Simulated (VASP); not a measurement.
A run of VASP 6.6.1:

Contents of INCAR:

```
SYSTEM = TaN
ALGO = Normal ; EDIFF = 1E-7
ENCUT = 520 ; GGA = PE
ISIF = 2 ; ISMEAR = 0
LASPH = .TRUE. ; LCHARG = .FALSE.
LREAL = .FALSE. ; LWAVE = .FALSE.
NBANDS = 15 ; NELM = 60
PREC = Accurate ; SIGMA = 0.023
```

Contents of KPOINTS:

```
k-points
0
G
  10 10 10
  0 0 0
```

Contents of POSCAR:

```
TaN
1.0
    0.0000000000      2.2113230000      2.2113230000
    2.2113230000      0.0000000000      2.2113230000
    2.2113230000      2.2113230000      0.0000000000
Ta N
1 1
Direct
    0.5000000000      0.5000000000      0.5000000000
    0.0000000000      0.0000000000      0.0000000000
```

Potentials or basis: VASP PAW PBE potentials, release 64 (Ta_pv, N).

The run is started by

```bash
$ cat potpaw_PBE.64/Ta_pv/POTCAR potpaw_PBE.64/N/POTCAR > POTCAR
$ mpirun -np 1 vasp_std > vasp.out
```

Hardware: 1 thread of Intel Xeon 6975P-C, with other jobs on the host.

Q: How long does it take, and how much memory?

A: It took 8.7 s on 1 thread of Intel Xeon 6975P-C, with other jobs on the host, peak memory 0.15 GiB. Counts: scf iterations 14, k points 47.
